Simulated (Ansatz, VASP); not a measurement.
**One calculation of C, two programs**

INCAR

```
PREC = Accurate
ENCUT = 520
EDIFF = 1E-8
ISMEAR = -1
SIGMA = 0.05
LREAL = False
LASPH = True
NELM = 80
ALGO = Normal
ISIF = 2
LWAVE = False
LCHARG = False
GGA = PE
LEFG = True
NBANDS = 11
```

KPOINTS

```
Automatic mesh
0
Gamma
  13 13 13
```

File POSCAR:

```
C
1.0
    0.0000000000      2.0103628793      2.0103628793
    2.0103628793      0.0000000000      2.0103628793
    2.0103628793      2.0103628793      0.0000000000
C
2
Direct
   -0.2825000000     -0.0725000000     -0.0725000000
    0.2825000000      0.0725000000      0.0725000000
```

Input for Ansatz:

```yaml
crystal:
  lattice:
    - [0.0, 2.0103628793, 2.0103628793]
    - [2.0103628793, 0.0, 2.0103628793]
    - [2.0103628793, 2.0103628793, 0.0]
  atoms:
    - { symbol: C, position: [-0.2825, -0.0725, -0.0725] }
    - { symbol: C, position: [0.2825, 0.0725, 0.0725] }
kpoints:
  mp_grid: { grid: [13, 13, 13] }
scf:
  occupations: { method: fermi_dirac, width: 0.05 }
hamiltonian:
  xc: pbe
  pseudopotentials: { kind: paw }
output:
  forces: true
  stress: true
  eigenvalues: true
  efg: { contact_densities: true }
  populations: true
```

Change from the starting cell: shortest bond scaled by 0.58, PAW files.

Alike in both runs: task electric field gradients; functional PBE; k mesh 13 × 13 × 13; occupations fermi-dirac, width 0.05 eV; no spin polarisation.

|  | VASP | Ansatz |
| --- | --- | --- |
| version | VASP 6.6.1 | Ansatz 0.2.0 |
| potentials or method | VASP PAW PBE potentials, release 64 (C) | PAW with Ansatz's default frozen-core files, scalar-relativistic |
| plane-wave cutoff (eV) | 520 | 420 |
| valence electrons in the cell | 8 | 8 |

VASP gave:

```
pressure (GPa)                                                : 118.8
traceless stress, the component that is largest in VASP (GPa) : -124.71
rms of the force components (eV/Å)                            : 25.740
size of Vzz on the site where it differs most (V/Å²)          : 13.6
```

What did Ansatz give for the same quantities?

Pressure (GPa): 114.9; traceless stress, the component that is largest in VASP (GPa): -120.78; rms of the force components (eV/Å): 25.016; size of Vzz on the site where it differs most (V/Å²): 3.9.

Atom by atom the forces differ by 0.724 eV/Å (rms over components). Both programs put the cell under a high pressure, so it lies far from rest at this level. With one functional, cell and mesh, what is left measures potentials, basis and numerics.

Noted on VASP's run: the cell as given lies far from equilibrium.
